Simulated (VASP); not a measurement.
# Cu4Mo (P-3m1) in VASP: notebook

Cu4Mo is run at these levels: PBE; tasks: single point, relaxation of cell and atoms.

All numbers are computed with VASP 6.6.1; they aren't measurements. Logs are shortened: lines on timing, memory, paths and dates and some standing lists are left out, and cuts for length are marked.

## Step 1: The cell of the first run

Symmetry: P-3m1, No. 164, trigonal system. Conventional cell: a = 3.870 Å, b = 3.870 Å, c = 5.218 Å, α = 90.00°, β = 90.00°, γ = 120.00°. Within 3.0 Å of Cu (site symmetry 3m) lie 3 Mo at 2.24 Å and 5 Cu at 2.25 to 2.86 Å. Within 3.0 Å of Cu (site symmetry 3m) lie 5 Cu at 2.24 to 2.86 Å. Mo (site symmetry -3m) has 6 Cu at 2.24 Å within 3.0 Å.

The cell was generated, and may not be a known phase.

## Step 2: Single point, PBE

INCAR

```
SYSTEM = Cu4Mo
PREC = Accurate ; ENCUT = 520
EDIFF = 1E-6 ; ISMEAR = 0
SIGMA = 0.1 ; LREAL = .False.
LASPH = .True. ; NELM = 60
ALGO = Normal ; ISIF = 2
LWAVE = .False. ; LCHARG = .False.
GGA = PE ; NBANDS = 37
```

KPOINTS

```
regular mesh
0
Gamma
  6 6 4
  0 0 0
```

POSCAR

```
Cu4Mo
1.0
    3.8697131700      0.0000000000      0.0000000000
   -1.9348565900      3.3512699100      0.0000000000
    0.0000000000      0.0000000000      5.2184075900
Cu Mo
4 1
Direct
    0.3333333300      0.6666666700      0.4713460900
    0.6666666700      0.3333333300      0.5286539100
    0.3333333300      0.6666666700      0.0201291500
    0.6666666700      0.3333333300      0.9798708500
    0.0000000000      0.0000000000      0.5000000000
```

Potentials or basis: VASP PAW PBE potentials, release 64 (Cu, Mo_sv).

Run with:

```
cat potpaw_PBE.64/Cu/POTCAR potpaw_PBE.64/Mo_sv/POTCAR > POTCAR
mpirun -np 1 vasp_std > vasp.out
```

OUTCAR:

```text
SYSTEM = Cu4Mo
   PREC = Accurate
   ENCUT = 520
   EDIFF = 1E-6
   ISMEAR = 0
   LREAL = .False.
   LASPH = .True.
   NELM = 60
   ISIF = 2
   GGA = PE

 ion  position               nearest neighbor table
   1  0.333  0.667  0.471-   5 2.24   5 2.24   5 2.24   2 2.25   2 2.25   2 2.25   3 2.35
   2  0.667  0.333  0.529-   5 2.24   5 2.24   5 2.24   1 2.25   1 2.25   1 2.25   4 2.35
   3  0.333  0.667  0.020-   4 2.24   4 2.24   4 2.24   1 2.35
   4  0.667  0.333  0.980-   3 2.24   3 2.24   3 2.24   2 2.35
   5  0.000  0.000  0.500-   1 2.24   2 2.24   2 2.24   1 2.24   2 2.24   1 2.24

  LATTYP: Found a hexagonal cell.
 ALAT       =     3.8697131700
 C/A-ratio  =     1.3485256816

  Lattice vectors:

 A1 = (   3.8697131700,   0.0000000000,   0.0000000000)
 A2 = (  -1.9348565900,   3.3512699100,   0.0000000000)
 A3 = (   0.0000000000,   0.0000000000,   5.2184075900)

Analysis of symmetry for initial positions (statically):
=====================================================================
 Subroutine PRICEL returns:
 Original cell was already a primitive cell.

 Routine SETGRP: Setting up the symmetry group for a
 hexagonal supercell.

 Subroutine GETGRP returns: Found 12 space group operations
 (whereof 12 operations were pure point group operations)
 out of a pool of 24 trial point group operations.

The static configuration has the point symmetry D_3d.

Analysis of symmetry for dynamics (positions and initial velocities):
=====================================================================
 Subroutine PRICEL returns:
 Original cell was already a primitive cell.

 Routine SETGRP: Setting up the symmetry group for a
 hexagonal supercell.

 Subroutine GETGRP returns: Found 12 space group operations
 (whereof 12 operations were pure point group operations)
 out of a pool of 24 trial point group operations.

The dynamic configuration has the point symmetry D_3d.

 Subroutine INISYM returns: Found 12 space group operations
 (whereof 12 operations are pure point group operations),
 and found     1 'primitive' translations

----------------------------------------------------------------------------------------

                                     Primitive cell

  volume of cell :      67.6747

  direct lattice vectors                    reciprocal lattice vectors
     3.869713170  0.000000000  0.000000000     0.258417086  0.149197174  0.000000000
    -1.934856590  3.351269910  0.000000000     0.000000000  0.298394348  0.000000000
     0.000000000  0.000000000  5.218407590     0.000000000  0.000000000  0.191629340

  length of vectors
     3.869713170  3.869713172  5.218407590     0.298394348  0.298394348  0.191629340

  position of ions in fractional coordinates (direct lattice)
     0.333333330  0.666666670  0.471346090
     0.666666670  0.333333330  0.528653910
     0.333333330  0.666666670  0.020129150
     0.666666670  0.333333330  0.979870850
     0.000000000  0.000000000  0.500000000

  ion indices of the primitive-cell ions
   primitive index   ion index
                 1           1
                 2           2
                 3           3
                 4           4
                 5           5

----------------------------------------------------------------------------------------

 KPOINTS: regular mesh

Automatic generation of k-mesh.
 Grid dimensions read from file:
 generate k-points for:    6    6    4

 Generating k-lattice:

  Cartesian coordinates                     Fractional coordinates (reciprocal lattice)
     0.043069514  0.024866196  0.000000000     0.166666667 -0.000000000  0.000000000
     0.000000000  0.049732391  0.000000000     0.000000000  0.166666667  0.000000000
     0.000000000  0.000000000  0.047907335     0.000000000  0.000000000  0.250000000

  Length of vectors
     0.049732391  0.049732391  0.047907335

  Shift w.r.t. Gamma in fractional coordinates (k-lattice)
     0.000000000  0.000000000  0.000000000

 Subroutine IBZKPT returns following result:
 ===========================================

 Found     24 irreducible k-points:

 Following reciprocal coordinates:
            Coordinates               Weight
  0.000000  0.000000  0.000000      1.000000
  0.166667  0.000000  0.000000      6.000000
  0.333333  0.000000  0.000000      6.000000
  0.500000  0.000000  0.000000      3.000000
  0.166667  0.166667  0.000000      6.000000
  0.333333  0.166667  0.000000     12.000000
[... 16 lines left out ...]
  0.333333  0.166667  0.500000     12.000000
  0.333333  0.333333  0.500000      2.000000
   k-points           NKPTS =     24   k-points in BZ     NKDIM =     24   number of bands    NBANDS=     37
   number of dos      NEDOS =    301   number of ions     NIONS =      5
   total plane-waves  NPLWV =  36000
   dimension x,y,z NGX =    30 NGY =   30 NGZ =   40
   dimension x,y,z NGXF=    60 NGYF=   60 NGZF=   80
   ions per type =               4   1
   NGX,Y,Z   is equivalent  to a cutoff of  12.89, 12.89, 12.74 a.u.
   NGXF,Y,Z  is equivalent  to a cutoff of  25.78, 25.78, 25.49 a.u.
 SYSTEM =  Cu4Mo
   PREC   = accura    normal or accurate (medium, high low for compatibility)
   ISTART =      0    job   : 0-new  1-cont  2-samecut
   ICHARG =      2    charge: 1-file 2-atom 10-const
   ISPIN  =      1    spin polarized calculation?
   LNONCOLLINEAR =      F non collinear calculations
   LSORBIT =      F    spin-orbit coupling
   LASPH  =      T    aspherical Exc in radial PAW
   ENCUT  =  520.0 eV  38.22 Ry    6.18 a.u.   7.20  7.20  9.70*2*pi/ulx,y,z
   NELM   =     60;   NELMIN=  2; NELMDL= -5     # of ELM steps
   EDIFF  = 0.1E-05   stopping-criterion for ELM
   LREAL  =      F    real-space projection
   EDIFFG = 0.1E-04   stopping-criterion for IOM
   NSW    =      0    number of steps for IOM
   IBRION =     -1    ionic relax: 0-MD 1-quasi-New 2-CG
   NFREE  =      0    steps in history (QN), initial steepest desc. (CG)
   ISIF   =      2    stress and relaxation
   ISYM   =      2    0-nonsym 1-usesym 2-fastsym
   POTIM  = 0.5000    time-step for ionic-motion
   TEBEG  =    0.0;   TEEND  =   0.0 temperature during run
   PSTRESS=    0.0 pullay stress
   NELECT =      58.0000    total number of electrons
   NUPDOWN=      -1.0000    fix difference up-down
   EMIN   =  10.00;   EMAX   =-10.00  energy-range for DOS
   EFERMI =   0.00;   METHOD = LEGACY
   ISMEAR =     0;   SIGMA  =   0.10  broadening in eV -4-tet -1-fermi 0-gaus
   EFERMI_NEDOS =   21; number of points for ismear=-14 and -15
   IALGO  =     38    algorithm
   IMIX   =      4    mixing-type and parameters
     AMIX     =   0.40;   BMIX     =  1.00
     AMIX_MAG =   1.60;   BMIX_MAG =  1.00
  volume/ion in A,a.u.               =      13.53        91.34
  Fermi-wavevector in a.u.,A,eV,Ry     =   1.555042  2.938603 32.901001  2.418155
  Thomas-Fermi vector in A             =   2.659040
   LORBIT       =      0    0 simple, 1 ext, 2 COOP (PROOUT), +10 PAW based schemes
   GGA     = PE    functional components
   LHFCALC =     F    Hartree Fock is set to
   AEXX    =    0.0000 exact exchange contribution
   IVDW    =     0    specifies the selected vdW correction
   LEPSILON=     F    determine dielectric tensor
   LRPA    =     F    only Hartree local field effects (RPA)
 non-spin polarized calculation
 Gauss-broadening in eV      SIGMA  =   0.10
  energy-cutoff  :      520.00
  volume of cell :       67.67
 maximum number of plane-waves:      1840
 NGX is ok and might be reduce to    30
   NGX = 15   NGY = 15   NGZ = 19

 number of electron      57.9999956 magnetization

 Free energy of the ion-electron system (eV)
  ---------------------------------------------------
  ext. energy  EPLUGINS =         0.00000000
  ---------------------------------------------------
  free energy    TOTEN  =       -18.43575800 eV

  energy without entropy =      -18.41383452  energy(sigma->0) =      -18.42479626

 E-fermi :   8.0775     XC(G=0): -12.2373

 val. band max:        8.0619094537   @ k =   0.1667   0.1667   0.5000
 cond. band min:       8.0825374259   @ k =  -0.1667   0.5000   0.2500
 fundamental gap:      0.0206279722
 Fermi energy:         8.0774696894

 k-point     1 :       0.0000    0.0000    0.0000
  band No.  band energies     occupation
      1     -53.1610      2.00000
      2     -27.4690      2.00000
      3     -27.4690      2.00000
      4     -27.2275      2.00000
      5      -0.7673      2.00000
      6       1.7673      2.00000
[... 29 lines left out ...]
     36      16.1248      0.00000
     37      16.1248      0.00000

 k-point     2 :       0.1667    0.0000    0.0000
  band No.  band energies     occupation
      1     -53.1595      2.00000
      2     -27.4811      2.00000
      3     -27.4672      2.00000
      4     -27.2269      2.00000
      5      -0.2993      2.00000
      6       2.0004      2.00000
[... 29 lines left out ...]
     36      15.7857      0.00000
     37      17.0779      0.00000

 k-point     3 :       0.3333    0.0000    0.0000
  band No.  band energies     occupation
      1     -53.1565      2.00000
      2     -27.5047      2.00000
      3     -27.4636      2.00000
      4     -27.2256      2.00000
      5       0.8602      2.00000
      6       1.3439      2.00000
[... 29 lines left out ...]
     36      13.7244      0.00000
     37      15.4395      0.00000

 k-point     4 :       0.5000    0.0000    0.0000
  band No.  band energies     occupation
      1     -53.1551      2.00000
      2     -27.5162      2.00000
      3     -27.4618      2.00000
      4     -27.2250      2.00000
      5       0.7969      2.00000
      6       2.2100      2.00000
[... 29 lines left out ...]
     36      12.7816      0.00000
     37      14.3675      0.00000
[... 683 lines left out ...]
      1     -53.1573      2.00000
      2     -27.4955      2.00000
      3     -27.4677      2.00000
      4     -27.2263      2.00000
      5       1.0670      2.00000
      6       1.6715      2.00000
[... 29 lines left out ...]
     36      15.4166      0.00000
     37      16.0774      0.00000

 k-point    23 :       0.3333    0.1667    0.5000
  band No.  band energies     occupation
      1     -53.1551      2.00000
      2     -27.5070      2.00000
      3     -27.4707      2.00000
      4     -27.2253      2.00000
      5       1.0262      2.00000
      6       1.6952      2.00000
[... 29 lines left out ...]
     36      15.8625      0.00000
     37      16.8966      0.00000

 k-point    24 :       0.3333    0.3333    0.5000
  band No.  band energies     occupation
      1     -53.1543      2.00000
      2     -27.4911      2.00000
      3     -27.4911      2.00000
      4     -27.2250      2.00000
      5       1.1675      2.00000
      6       1.1675      2.00000
[... 29 lines left out ...]
     36      16.8351      0.00000
     37      16.8351      0.00000

------------------------ aborting loop because EDIFF is reached ----------------------------------------

  FORCE on cell =-STRESS in cart. coord.  units (eV):
  Direction    XX          YY          ZZ          XY          YZ          ZX
  --------------------------------------------------------------------------------------
  -------------------------------------------------------------------------------------
  Total       28.2839325     28.2839324     -4.4176358     -0.0000000      0.0000000     -0.0000000
  in kB      669.6134893    669.6134891   -104.5861825     -0.0000010      0.0000000     -0.0000000
  external PRESSURE =     411.5469320 kB  Pullay stress =       0.0000000 kB

 VOLUME and BASIS-vectors are now :
 -----------------------------------------------------------------------------
  energy-cutoff  :      520.00
  volume of cell :       67.67
      direct lattice vectors                 reciprocal lattice vectors
     3.869713170  0.000000000  0.000000000     0.258417086  0.149197174  0.000000000
    -1.934856590  3.351269910  0.000000000     0.000000000  0.298394348  0.000000000
     0.000000000  0.000000000  5.218407590     0.000000000  0.000000000  0.191629340

 POSITION                                       TOTAL-FORCE (eV/Angst)
 -----------------------------------------------------------------------------------
     -0.00000      2.23418      2.45968        -0.000000      0.000000     -0.322928
      1.93486      1.11709      2.75873         0.000000     -0.000000      0.322928
     -0.00000      2.23418      0.10504        -0.000000     -0.000000     -0.457730
      1.93486      1.11709      5.11337         0.000000      0.000000      0.457730
      0.00000      0.00000      2.60920        -0.000000      0.000000      0.000000
 -----------------------------------------------------------------------------------
    total drift:                               -0.000000      0.000000      0.000000

  FREE ENERGIE OF THE ION-ELECTRON SYSTEM (eV)
  ---------------------------------------------------
  free  energy   TOTEN  =       -18.4357579995 eV

  energy  without entropy=      -18.4138345217  energy(sigma->0) =      -18.42479626
```

It took 47 s on 1 thread of Intel Xeon Platinum 8488C (Sapphire Rapids), shared host; peak memory 0.2 GiB.

Results:

| Quantity | Value |
| --- | --- |
| Free energy | -18.4358 eV |
| Pressure | 41.2 GPa |
| Largest force | 0.458 eV/Å |
| Band gap on the k mesh | zero (bands 29 and 30 overlap by 1.26 eV) |

Forces on the atoms (eV/Å):
```
Cu   0.000  0.000 -0.323
Cu   0.000  0.000  0.323
Cu   0.000  0.000 -0.458
Cu   0.000  0.000  0.458
Mo   0.000  0.000  0.000
```

Levels at points of the mesh, in eV from the Fermi level:
| k point | band 27 | band 28 | band 29 | band 30 | band 31 | band 32 |
| --- | --- | --- | --- | --- | --- | --- |
| (0.00, 0.00, 0.00) | -1.76 | -1.73 | -0.89 | 0.30 | 0.30 | 2.15 |
| (0.50, 0.00, 0.00) | -1.14 | -0.84 | 0.46 | 1.08 | 1.38 | 1.49 |
| (0.00, 0.00, 0.50) | -1.87 | -1.87 | -0.18 | 0.29 | 0.29 | 5.58 |
| (0.50, 0.00, 0.50) | -1.44 | -1.15 | 0.16 | 0.20 | 1.08 | 1.28 |

Caveat: the stress differs along the axes, from -10 to 67 GPa.

## Step 3: Single point, PBE

This run uses another cell than the first one, of 14.23 Å³/atom.

INCAR

```
SYSTEM = Cu4Mo
ALGO = Normal ; EDIFF = 1E-6
ENCUT = 520 ; GGA = PE
ISIF = 2 ; ISMEAR = 0
LASPH = .TRUE. ; LCHARG = .FALSE.
LREAL = .FALSE. ; LWAVE = .FALSE.
NBANDS = 37 ; NELM = 80
PREC = Accurate ; SIGMA = 0.1
```

KPOINTS

```
k-points
0
G
  6 6 4
  0 0 0
```

POSCAR

```
Cu4Mo
1.0
    4.1288263489      0.0000000031      0.0000000000
   -2.0644131771      3.5756685045      0.0000000000
    0.0000000000      0.0000000000      4.8208171715
Cu Mo
4 1
Direct
    0.3333333333      0.6666666667      0.3294016918
    0.6666666667      0.3333333333      0.6705983082
    0.3333333333      0.6666666667     -0.1594280745
    0.6666666667      0.3333333333      1.1594280745
    0.0000000000      0.0000000000      0.5000000000
```

Potentials or basis: VASP PAW PBE potentials, release 64 (Cu, Mo_sv).

Run with:

```
cat potpaw_PBE.64/Cu/POTCAR potpaw_PBE.64/Mo_sv/POTCAR > POTCAR
mpirun -np 1 vasp_std > vasp.out
```

It took 43 s on 1 thread of Intel Xeon Platinum 8488C (Sapphire Rapids), shared host; peak memory 0.21 GiB.

The run converged. Its results:

```
Free energy            : -22.9570 eV
Pressure               : 0.6 GPa
Largest force          : 0.007 eV/Å
Band gap on the k mesh : zero (bands 29 and 30 overlap by 0.48 eV)
```

Forces in eV/Å, atoms in the order of the input:
```
Cu   0.000  0.000  0.001
Cu   0.000  0.000 -0.001
Cu   0.000  0.000 -0.007
Cu   0.000  0.000  0.007
Mo   0.000  0.000  0.000
```

Stress tensor (GPa, compression positive):
```
0.62 0.00 0.00
0.00 0.62 0.00
0.00 0.00 0.44
```

Levels at points of the mesh, in eV from the Fermi level:
```tsv
k point	band 25	band 26	band 27	band 28	band 29	band 30	band 31	band 32	band 33	band 34
(0.00, 0.00, 0.00)	-2.02	-1.10	-0.93	-0.93	0.45	0.45	0.83	2.20	5.56	6.49
(0.50, 0.00, 0.00)	-1.85	-1.76	-0.89	-0.21	-0.17	0.55	0.67	0.69	0.90	3.88
(0.00, 0.00, 0.50)	-2.17	-2.17	-0.39	-0.39	-0.02	0.51	0.51	5.50	5.50	5.79
(0.50, 0.00, 0.50)	-1.98	-1.71	-1.68	-1.16	-0.83	0.28	0.59	1.23	1.89	3.13
```

[end of part 1 of 2]

The gap in the log of VASP goes by the Fermi energy; the results here count the filled bands.